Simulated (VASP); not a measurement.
# SnO2 (Cassiterite) (P4_2/mnm) in VASP: notebook, part 2 of 2

VASP 6.6.1. The steps go on from the part before.

### 3 Single point, PBE+D3(BJ)

Input file INCAR:

```
SYSTEM = SnO2
PREC     = Accurate       ! precision mode
ENCUT    = 520            ! plane-wave cutoff, eV
EDIFF    = 1E-7           ! SCF threshold, eV
ISMEAR   = 1              ! smearing method
SIGMA    = 0.01           ! smearing width, eV
LREAL    = .FALSE.        ! projectors in reciprocal space
LASPH    = .TRUE.         ! aspherical terms in the spheres
NELM     = 80             ! most SCF steps
ALGO     = Normal         ! electronic algorithm
ISIF     = 2              ! what is computed and relaxed
LWAVE    = .FALSE.        ! write WAVECAR
LCHARG   = .FALSE.        ! write CHGCAR
GGA      = PE             ! functional
IVDW     = 12             ! dispersion correction
NBANDS   = 35             ! bands
```

Input file KPOINTS:

```
regular mesh
0
G
  3 3 4
  0 0 0
```

Input file POSCAR:

```
SnO2
1.0
    4.7380000000      0.0000000000      0.0000000000
    0.0000000000      4.7380000000      0.0000000000
    0.0000000000      0.0000000000      3.1865000000
Sn O
2 4
Direct
    0.0000000000      0.0000000000      0.0000000000
    0.5000000000      0.5000000000      0.5000000000
    0.3071000000      0.3071000000      0.0000000000
    0.1929000000      0.8071000000      0.5000000000
    0.6929000000      0.6929000000      0.0000000000
    0.8071000000      0.1929000000      0.5000000000
```

Potentials or basis: VASP PAW PBE potentials, release 64 (Sn_d, O).

The run is started by

```sh
$ cat potpaw_PBE.64/Sn_d/POTCAR potpaw_PBE.64/O/POTCAR > POTCAR
$ mpirun -np 1 vasp_std > vasp.out
```

It took 52 s on 1 thread of AMD EPYC 7R13, shared host; peak memory 0.15 GiB.

It converged, with:

- Free energy: -38.4849 eV
- Pressure: 8.6 GPa
- Largest force: 0.301 eV/Å
- Band gap on the k mesh: 1.27 eV, direct
- Dispersion energy per atom: -0.223 eV

Forces in eV/Å, atoms in the order of the input:
```
Sn   0.000  0.000  0.000
Sn   0.000  0.000  0.000
O   -0.213 -0.213  0.000
O    0.213 -0.213  0.000
O    0.213  0.213  0.000
O   -0.213  0.213  0.000
```

Stress tensor (GPa, compression positive):
```
 7.45  0.00  0.00
 0.00  7.45  0.00
 0.00  0.00 10.90
```

Levels at points of the mesh, in eV from the valence-band top:
| k point | band 24 | band 25 | band 26 | band 27 | band 28 | band 29 |
| --- | --- | --- | --- | --- | --- | --- |
| (0.00, 0.00, 0.00) | -0.78 | -0.78 | 0.00 | 1.27 | 6.15 | 6.35 |
| (0.00, 0.00, 0.50) | -1.66 | -1.26 | -1.26 | 6.23 | 6.23 | 9.78 |

Caveat: the k points lie up to 0.49 Å⁻¹ apart; three body term missing; spin-orbit coupling is left out, which moves the levels of the heavy elements. As with any semilocal functional, this PBE gap is likely too small.

### 4 Single point, PBE+D3(BJ)

This run uses another cell than the first one, of 11.79 Å³/atom, 0.989 times its volume.

Input file INCAR:

```
  PREC = Accurate
  ENCUT = 520
  EDIFF = 1E-7
  ISMEAR = 1
  SIGMA = 0.01
  LREAL = False
  LASPH = True
  NELM = 60
  ALGO = Normal
  ISIF = 2
  LWAVE = False
  LCHARG = False
  GGA = PE
  IVDW = 12
  NBANDS = 35
```

Input file KPOINTS:

```
Automatic mesh
0
Gamma
  3 3 4
```

Input file POSCAR:

```
SnO2
1.0
    4.6998375949      0.0000000000      0.0000000000
    0.0000000000      4.6998375949      0.0000000000
    0.0000000000      0.0000000000      3.2025124686
Sn O
2 4
Direct
    0.0000000000      0.0000000000      0.0000000000
    0.5000000000      0.5000000000      0.5000000000
    0.3055525048      0.3055525048      0.0000000000
    0.1944474952      0.8055525048      0.5000000000
    0.6944474952      0.6944474952      0.0000000000
    0.8055525048      0.1944474952      0.5000000000
```

The run is started by

```sh
$ cat potpaw_PBE.64/Sn_d/POTCAR potpaw_PBE.64/O/POTCAR > POTCAR
$ mpirun -np 1 vasp_std > vasp.out
```

Run time: 49 s. Hardware: 1 thread of AMD EPYC 7R13, shared host; peak memory 0.15 GiB.

The run converged. Its results:

| Property | Result |
| --- | --- |
| Free energy | -38.4507 eV |
| Pressure | 10.3 GPa |
| Largest force | 0.012 eV/Å |
| Band gap on the k mesh | 1.33 eV, direct |
| Dispersion energy per atom | -0.226 eV |

Forces on the atoms (eV/Å):
```
Sn   0.000  0.000  0.000
Sn   0.000  0.000  0.000
O   -0.009 -0.009  0.000
O    0.009 -0.009  0.000
O    0.009  0.009  0.000
O   -0.009  0.009  0.000
```

Stress tensor (GPa, compression positive):
```
10.25  0.00  0.00
 0.00 10.25  0.00
 0.00  0.00 10.55
```

Levels at points of the mesh, in eV from the valence-band top:
```
           k point  band 23  band 24  band 25  band 26  band 27  band 28  band 29  band 30
(0.00, 0.00, 0.00)    -1.26    -0.78    -0.78     0.00     1.33     6.18     6.30     6.30
(0.00, 0.00, 0.50)    -1.70    -1.70    -1.27    -1.27     6.30     6.30     9.87     9.87
```

Caveat: the k points lie up to 0.49 Å⁻¹ apart; three body term missing; spin-orbit coupling is left out, which moves the levels of the heavy elements.

### 5 Single point, PBE+D3(BJ)

This run uses another cell than the first one, of 12.25 Å³/atom, 1.028 times its volume.

Input file INCAR:

```
SYSTEM = SnO2
PREC     = Accurate       ! precision mode
ENCUT    = 520            ! plane-wave cutoff, eV
EDIFF    = 1E-6           ! SCF threshold, eV
ISMEAR   = 1              ! smearing method
SIGMA    = 0.01           ! smearing width, eV
LREAL    = .FALSE.        ! projectors in reciprocal space
LASPH    = .TRUE.         ! aspherical terms in the spheres
NELM     = 60             ! most SCF steps
ALGO     = Normal         ! electronic algorithm
ISIF     = 2              ! what is computed and relaxed
LWAVE    = .FALSE.        ! write WAVECAR
LCHARG   = .FALSE.        ! write CHGCAR
GGA      = PE             ! functional
IVDW     = 12             ! dispersion correction
NBANDS   = 35             ! bands
```

Input file KPOINTS:

```
regular mesh
0
G
  3 3 4
  0 0 0
```

Input file POSCAR:

```
SnO2
1.0
    4.7738026684      0.0000000000      0.0000000000
    0.0000000000      4.7738026684      0.0000000000
    0.0000000000      0.0000000000      3.2252035507
Sn O
2 4
Direct
    0.0000000000      0.0000000000      0.0000000000
    0.5000000000      0.5000000000      0.5000000000
    0.3060499446      0.3060499446      0.0000000000
    0.1939500554      0.8060499446      0.5000000000
    0.6939500554      0.6939500554      0.0000000000
    0.8060499446      0.1939500554      0.5000000000
```

The run is started by

```sh
$ cat potpaw_PBE.64/Sn_d/POTCAR potpaw_PBE.64/O/POTCAR > POTCAR
$ mpirun -np 1 vasp_std > vasp.out
```

Run time: 55 s. Hardware: 1 thread of AMD EPYC 7R13, shared host; peak memory 0.16 GiB.

It converged, with:

* Free energy: -38.5604 eV
* Pressure: 2.3 GPa
* Largest force: 0.014 eV/Å
* Band gap on the k mesh: 0.92 eV, direct
* Dispersion energy per atom: -0.217 eV

Forces in eV/Å, atoms in the order of the input:
```
Sn   0.000  0.000  0.000
Sn   0.000  0.000  0.000
O   -0.010 -0.010  0.000
O    0.010 -0.010  0.000
O    0.010  0.010  0.000
O   -0.010  0.010  0.000
```

Stress tensor (GPa, compression positive):
```
2.24 0.00 0.00
0.00 2.24 0.00
0.00 0.00 2.52
```

Levels at points of the mesh, in eV from the valence-band top:
```tsv
k point	band 23	band 24	band 25	band 26	band 27	band 28	band 29	band 30
(0.00, 0.00, 0.00)	-1.26	-0.76	-0.76	0.00	0.92	5.89	6.15	6.15
(0.00, 0.00, 0.50)	-1.60	-1.60	-1.22	-1.22	5.86	5.86	9.57	9.57
```

Caveat: the k points lie up to 0.49 Å⁻¹ apart; three body term missing; spin-orbit coupling is left out, which moves the levels of the heavy elements. PBE gaps usually lie below the measured ones, often by a third to a half.

### 6 Single point, PBE+D3(BJ)

This run uses another cell than the first one, of 12.07 Å³/atom, 1.012 times its volume.

Input file INCAR:

```
SYSTEM = SnO2
ALGO = Normal
EDIFF = 1E-7
ENCUT = 520
GGA = PE
ISIF = 2
ISMEAR = 1
IVDW = 12
LASPH = .True.
LCHARG = .False.
LREAL = .False.
LWAVE = .False.
NBANDS = 35
NELM = 60
PREC = Accurate
SIGMA = 0.01
```

Input file KPOINTS:

```
k-points
0
Gamma
  3 3 4
  0 0 0
```

Input file POSCAR:

```
SnO2
1.0
    4.7442546562      0.0000000000      0.0000000000
    0.0000000000      4.7442546562      0.0000000000
    0.0000000000      0.0000000000      3.2163677036
Sn O
2 4
Direct
    0.0000000000      0.0000000000      0.0000000000
    0.5000000000      0.5000000000      0.5000000000
    0.3058240525      0.3058240525      0.0000000000
    0.1941759475      0.8058240525      0.5000000000
    0.6941759475      0.6941759475      0.0000000000
    0.8058240525      0.1941759475      0.5000000000
```

Potentials or basis: VASP PAW PBE potentials, release 64 (Sn_d, O).

The run is started by

```sh
$ cat potpaw_PBE.64/Sn_d/POTCAR potpaw_PBE.64/O/POTCAR > POTCAR
$ mpirun -np 1 vasp_std > vasp.out
```

Run time: 43 s. Hardware: 1 thread of AMD EPYC 7R13, shared host; peak memory 0.16 GiB.

It converged, with:

| Item | Value |
| --- | --- |
| Free energy | -38.5331 eV |
| Pressure | 5.3 GPa |
| Largest force | 0.014 eV/Å |
| Band gap on the k mesh | 1.08 eV, direct |
| Dispersion energy per atom | -0.221 eV |

Forces on the atoms (eV/Å):
```
Sn   0.000  0.000  0.000
Sn   0.000  0.000  0.000
O   -0.010 -0.010  0.000
O    0.010 -0.010  0.000
O    0.010  0.010  0.000
O   -0.010  0.010  0.000
```

Stress tensor (GPa, compression positive):
```
5.23 0.00 0.00
0.00 5.23 0.00
0.00 0.00 5.52
```

Levels at points of the mesh, in eV from the valence-band top:
```
           k point  band 23  band 24  band 25  band 26  band 27  band 28  band 29  band 30
(0.00, 0.00, 0.00)    -1.26    -0.77    -0.77     0.00     1.08     6.01     6.21     6.21
(0.00, 0.00, 0.50)    -1.64    -1.64    -1.24    -1.24     6.03     6.03     9.69     9.69
```

Caveat: the k points lie up to 0.49 Å⁻¹ apart; three body term missing; spin-orbit coupling is left out, which moves the levels of the heavy elements. A hybrid or GW would open this gap; PBE tends to underestimate it.

### 7 Overview

| cell | gap on the mesh (eV) | pressure (GPa) | largest force (eV/Å) |
| --- | --- | --- | --- |
| a = 4.738, b = 4.738, c = 3.187 Å, 6 atoms | 1.27 | 8.6 | 0.30 |
| a = 4.700, b = 4.700, c = 3.203 Å, 6 atoms | 1.33 | 10.3 | 0.01 |
| a = 4.774, b = 4.774, c = 3.225 Å, 6 atoms | 0.92 | 2.3 | 0.01 |
| a = 4.744, b = 4.744, c = 3.216 Å, 6 atoms | 1.08 | 5.3 | 0.01 |

Alike in all rows: task single point; level PBE+D3(BJ); potentials or basis VASP PAW PBE potentials, release 64 (Sn_d, O); no spin polarisation; k mesh 3 × 3 × 4; cutoff (eV) 520; smearing methfessel-paxton 0.01 eV.

Caveats: all runs use coarse meshes; three body term missing; spin-orbit coupling is left out, which moves the levels of the heavy elements.

Total energies depend on the potentials used, so only differences within one code and one set of settings carry meaning.
